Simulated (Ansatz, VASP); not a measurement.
# Ge2F in VASP and in Ansatz

INCAR

```
PREC = Accurate
ENCUT = 600
EDIFF = 1E-6
ISMEAR = 0
SIGMA = 0.1
LREAL = F
LASPH = T
NELM = 100
ALGO = Normal
ISIF = 3
LWAVE = F
LCHARG = F
GGA = PE
IBRION = 2
NSW = 90
EDIFFG = -0.04
```

The input KPOINTS:

```
regular mesh
0
Gamma
  6 6 6
```

The input POSCAR:

```
Ge2F
1.0
    0.0000000000      1.9817832600      6.2340669300
    1.8829627600      0.0000000000      6.2340669300
    1.8829627600      1.9817832600      0.0000000000
Ge F
2 1
Direct
    0.3405790000      0.3405790000      0.6594210000
    0.6594210000      0.6594210000      0.3405790000
    0.0000000000      0.0000000000      0.0000000000
```

Input for Ansatz:

```yaml
crystal:
  lattice:
    - [0.0, 1.98178326, 6.23406693]
    - [1.88296276, 0.0, 6.23406693]
    - [1.88296276, 1.98178326, 0.0]
  atoms:
    - { symbol: Ge, position: [0.340579, 0.340579, 0.659421] }
    - { symbol: Ge, position: [0.659421, 0.659421, 0.340579] }
    - { symbol: F, position: [0.0, 0.0, 0.0] }
basis:
  ecutwfc: 420
kpoints:
  mp_grid: { grid: [6, 6, 6] }
hamiltonian:
  xc: pbe
scf:
  occupations: { method: gaussian, width: 0.1 }
  lower_state_search: "off"
output:
  forces: true
  stress: true
  eigenvalues: true
relax:
  adjacent_minimum: "off"
  f_tol: 0.04
  max_steps: 70
  cell: { stress_tol: 0.4 }
```

Change from the starting cell: species swapped into the Mo2Rh type (Fmmm, No. 69).

Alike in both runs: task relaxation of cell and atoms; functional PBE; k mesh 6 × 6 × 6; occupations gaussian, width 0.1 eV; no spin polarisation.

```csv
,VASP,Ansatz
version,VASP 6.6.1,Ansatz 0.2.0
potentials or method,"VASP PAW PBE potentials, release 64 (Ge_d, F), cutoff 600 eV","scalar-relativistic, plane waves, PAW"
valence electrons in the cell,35,35
```

Ansatz gave:

```
gap on the k mesh at the Fermi level, each at its own relaxed structure (eV) : none
relaxed volume (Å³/atom)                                                     : 15.82
relaxed cell length with the largest relative difference (Å)                 : 2.789
```

Question: What did VASP give for the same quantities?

Answer: gap on the k mesh at the Fermi level, each at its own relaxed structure (eV): none; relaxed volume (Å³/atom): 15.80; relaxed cell length with the largest relative difference (Å): 2.786.

A gap of «none» marks a metal or a gap that the smearing closes.

The k mesh is coarse, so the values compare programs but aren't converged.
